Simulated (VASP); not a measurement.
# La (P6_3/mmc) in VASP: further runs, part 2 of 2

VASP 6.6.1.

### 5 Single point, PBE

INCAR reads:

```
PREC = Accurate ; ENCUT = 520
EDIFF = 1E-6 ; ISMEAR = 1
SIGMA = 1.0 ; LREAL = F
LASPH = T ; NELM = 100
ALGO = Normal ; ISIF = 2
LWAVE = F ; LCHARG = T
GGA = PE ; LELF = T
LVHAR = T ; NBANDS = 30
```

KPOINTS reads:

```
regular mesh
0
Gamma
  10 10 3
```

POSCAR reads:

```
La
1.0
    3.7726980145      0.0000000000      0.0000000000
   -1.8863490072      3.2672523214      0.0000000000
    0.0000000000      0.0000000000     12.1127038589
La
4
Direct
    0.0000000000      0.0000000000      0.0000000000
    0.0000000000      1.0000000000      0.5000000000
    0.3333333333      0.6666666667      0.7500000000
    0.6666666667      0.3333333333      0.2500000000
```

Potentials or basis: VASP PAW PBE potentials, release 64 (La).

Command:

```console
$ cat potpaw_PBE.64/La/POTCAR > POTCAR
$ mpirun -np 1 vasp_std > vasp.out
```

OUTCAR:

```text
PREC = Accurate
   ENCUT = 520
   EDIFF = 1E-6
   ISMEAR = 1
   LREAL = F
   LASPH = T
   NELM = 100
   ISIF = 2
   GGA = PE

 ion  position               nearest neighbor table
   1  0.000  0.000  0.000-
   2  0.000  0.000  0.500-
   3  0.333  0.667  0.750-
   4  0.667  0.333  0.250-

  LATTYP: Found a hexagonal cell.
 ALAT       =     3.7726980145
 C/A-ratio  =     3.2106211025

  Lattice vectors:

 A1 = (   3.7726980145,   0.0000000000,   0.0000000000)
 A2 = (  -1.8863490072,   3.2672523214,   0.0000000000)
 A3 = (   0.0000000000,   0.0000000000,  12.1127038589)

Analysis of symmetry for initial positions (statically):
=====================================================================
 Subroutine PRICEL returns:
 Original cell was already a primitive cell.

 Routine SETGRP: Setting up the symmetry group for a
 hexagonal supercell.

[... 168 lines left out ...]
  ---------------------------------------------------
  free energy    TOTEN  =       -19.48263055 eV

  energy without entropy =      -19.55495632  energy(sigma->0) =      -19.50673914

 E-fermi :   7.8081     XC(G=0):  -9.5431

 val. band max:        7.8041478578   @ k =   0.3000   0.3000   0.0000
 cond. band min:       7.8089561611   @ k =   0.2000   0.1000   0.0000
 fundamental gap:      0.0048083032
 Fermi energy:         7.8080968641

 k-point     1 :       0.0000    0.0000    0.0000
  band No.  band energies     occupation
      1     -25.0926      2.00000
      2     -25.0136      2.00000
      3     -24.9654      2.00000
      4     -24.8830      2.00000
      5      -9.4679      2.00000
      6      -8.8301      2.00000
[... 781 lines left out ...]
     29       9.4372     -0.04345
     30       9.4752     -0.04001

 [... further k-points ...]

------------------------ aborting loop because EDIFF is reached ----------------------------------------

  FORCE on cell =-STRESS in cart. coord.  units (eV):
  Direction    XX          YY          ZZ          XY          YZ          ZX
  --------------------------------------------------------------------------------------
  -------------------------------------------------------------------------------------
  Total       -0.1490038     -0.1490038      0.1528511     -0.0000000      0.0000000      0.0000000
  in kB       -1.5989398     -1.5989398      1.6402241     -0.0000000      0.0000000      0.0000000
  external PRESSURE =      -0.5192185 kB  Pullay stress =       0.0000000 kB

 VOLUME and BASIS-vectors are now :
 -----------------------------------------------------------------------------
  energy-cutoff  :      520.00
  volume of cell :      149.31
      direct lattice vectors                 reciprocal lattice vectors
     3.772698014  0.000000000  0.000000000     0.265062297  0.153033788  0.000000000
    -1.886349007  3.267252321  0.000000000     0.000000000  0.306067577  0.000000000
     0.000000000  0.000000000 12.112703859     0.000000000  0.000000000  0.082557950

 POSITION                                       TOTAL-FORCE (eV/Angst)
 -----------------------------------------------------------------------------------
      0.00000      0.00000      0.00000         0.000000     -0.000000     -0.000000
      0.00000      0.00000      6.05635         0.000000     -0.000000     -0.000000
     -0.00000      2.17817      9.08453        -0.000000      0.000000      0.000000
      1.88635      1.08908      3.02818         0.000000     -0.000000     -0.000000
 -----------------------------------------------------------------------------------
    total drift:                               -0.000000      0.000000      0.000000

  FREE ENERGIE OF THE ION-ELECTRON SYSTEM (eV)
  ---------------------------------------------------
  free  energy   TOTEN  =       -19.4826305466 eV

  energy  without entropy=      -19.5549563176  energy(sigma->0) =      -19.50673914
```

stdout:

```text
POSCAR found type information on POSCAR La
 POSCAR found :  1 types and       4 ions
 scaLAPACK will be used
 LDA part: xc-table for (Slater+PW92), standard interpolation
 POSCAR, INCAR and KPOINTS ok, starting setup
 FFT: planning ... GRIDC
 FFT: planning ... GRID_SOFT
 FFT: planning ... GRID
 WAVECAR not read
 entering main loop
 -----------------------------------------------------------------------------
|                                                                             |
|                                                                             |
|     Your highest band is occupied at some k-points! Unless you are          |
|     performing a calculation for an insulator or semiconductor, without     |
|     unoccupied bands, you have included TOO FEW BANDS!! Please increase     |
|     the parameter NBANDS in file INCAR to ensure that the highest band      |
|     is unoccupied at all k-points. It is always recommended to include      |
|     a few unoccupied bands to accelerate the convergence of                 |
|     molecular-dynamics runs (even for insulators or semiconductors),        |
|     since the presence of unoccupied bands improves wavefunction            |
|     prediction and helps to suppress 'band-crossings'.                      |
|                                                                             |
 -----------------------------------------------------------------------------
```

Wall time 11 min (1 thread of Intel Xeon 8259CL, shared host); peak memory 0.31 GiB.

What came out:

* Free energy: -19.4826 eV
* Pressure: -0.1 GPa
* Band gap on the k mesh: zero (bands 22 and 23 overlap by 1.20 eV)

Stress tensor (GPa, compression positive):
```
-0.16  0.00  0.00
 0.00 -0.16  0.00
 0.00  0.00  0.16
```

Caveat: the highest band is partly filled, so the run has too few bands; so wide a smearing shifts energies and pressures; spin-orbit coupling is left out, which moves the levels of the heavy elements.

### 6 Overview

```tsv
smearing	gap on the mesh (eV)	pressure (GPa)
methfessel-paxton 0.2 eV	none	0.0
methfessel-paxton 0.3 eV	none	0.0
methfessel-paxton 0.6 eV	none	-0.1
methfessel-paxton 1 eV	none	-0.1
```

Alike in all rows: task single point; level PBE; potentials or basis VASP PAW PBE potentials, release 64 (La); no spin polarisation; cell as given; k mesh 10 × 10 × 3; cutoff (eV) 520.

Caveats: spin-orbit coupling is left out, which moves the levels of the heavy elements; so wide a smearing shifts energies and pressures (at least some runs); the highest band is partly filled, so the run has too few bands (at least some runs).

Total energies depend on the potentials used, so only differences within one code and one set of settings carry meaning.

The gap in the log of VASP goes by the Fermi energy; the results here count the filled bands.